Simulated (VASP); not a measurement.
A run of VASP 6.6.1:

INCAR

```
PREC     = Accurate       # precision mode
ENCUT    = 520            # plane-wave cutoff, eV
EDIFF    = 1E-6           # SCF threshold, eV
ISMEAR   = 0              # smearing method
SIGMA    = 0.1            # smearing width, eV
LREAL    = F              # projectors in reciprocal space
LASPH    = T              # aspherical terms in the spheres
NELM     = 80             # most SCF steps
ALGO     = Normal         # electronic algorithm
ISIF     = 2              # what is computed and relaxed
LWAVE    = F              # write WAVECAR
LCHARG   = T              # write CHGCAR
GGA      = PE             # functional
IVDW     = 12             # dispersion correction
LELF     = T              # ELF
LVHAR    = T            
NBANDS   = 42             # bands
```

File KPOINTS:

```
Automatic mesh
0
Gamma
  3 3 4
```

File POSCAR:

```
CuSi12
1.0
    6.6522238472     -0.0000000029      0.0000000000
   -3.3261119211      5.7609948448      0.0000000000
    0.0000000000      0.0000000000      6.3396373591
Si Cu
12 1
Direct
    0.6703305212      0.6703305212      0.6864259530
    0.3296694788      0.0000000000      0.6864259530
    0.0000000000      0.3296694788      0.6864259530
    0.0000000000      0.6636118073      0.8122897899
    0.6636118073      0.0000000000      0.8122897899
    0.3363881927      0.3363881927      0.8122897899
    0.0000000000      0.6636118073      0.1877102101
    0.6636118073      0.0000000000      0.1877102101
    0.3363881927      0.3363881927      0.1877102101
    0.6703305212      0.6703305212      0.3135740470
    0.3296694788      0.0000000000      0.3135740470
    0.0000000000      0.3296694788      0.3135740470
    0.0000000000      0.0000000000      0.0000000000
```

Potentials or basis: VASP PAW PBE potentials, release 64 (Si, Cu).

Run with:

```sh
$ cat potpaw_PBE.64/Si/POTCAR potpaw_PBE.64/Cu/POTCAR > POTCAR
$ mpirun -np 1 vasp_std > vasp.out
```

Hardware: 1 thread of Intel(R) Xeon(R) Platinum 8259CL CPU @ 2.50GHz (Skylake/Cascade Lake), with other jobs on the host.

**Question.** How long does it take, and how much memory?

**Answer.** It took 2.4 min on 1 thread of Intel(R) Xeon(R) Platinum 8259CL CPU @ 2.50GHz (Skylake/Cascade Lake) (shared host), peak memory 0.38 GiB. Counts: scf iterations 21, k points 9.
